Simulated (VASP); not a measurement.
Write the native input for VASP 6.6.1 that does the following.

| Property | Result |
| --- | --- |
| Task | single point |
| Functional | PBEsol |
| Potentials or basis | VASP PAW PBE potentials, release 64 (Bi_d) |
| Cutoff | 500 eV |
| k mesh | 14 × 14 × 14 |
| Occupations | fermi-dirac, width 0.05 eV |
| Spin | no spin polarisation |
| Dipole correction | no |
| Further INCAR settings | ALGO = Normal; EDIFF = 1e-06; NBANDS = 14 |

The structure of Bi lies in POSCAR:

```
Bi
1.0
    0.0000000000      2.4730413021      2.4730413021
    2.4730413021      0.0000000000      2.4730413021
    2.4730413021      2.4730413021      0.0000000000
Bi
1
Direct
    0.0000000000      0.0000000000      0.0000000000
```

One way to write it, as run:

INCAR

```
SYSTEM = Bi
PREC = Accurate
ENCUT = 500
EDIFF = 1E-6
ISMEAR = -1
SIGMA = 0.05
LREAL = .FALSE.
LASPH = .TRUE.
NELM = 120
ALGO = Normal
ISIF = 2
LWAVE = .FALSE.
LCHARG = .FALSE.
GGA = PS
NBANDS = 14
GGA_COMPAT = .FALSE.
```

KPOINTS

```
Automatic mesh
0
G
  14 14 14
  0 0 0
```

Potentials or basis: VASP PAW PBE potentials, release 64 (Bi_d).

The run is started by

```bash
$ cat potpaw_PBE.64/Bi_d/POTCAR > POTCAR
$ mpirun -np 1 vasp_std > vasp.out
```

It gave:

```
Pressure : 0.0 GPa
```

Caveat: the PAW data sets were made with another functional, which shifts forces and pressure a little.

Wall time 21 s on 1 thread of AMD EPYC 9R45 96-Core Processor (Zen 5), on a shared host, peak memory 0.14 GiB.
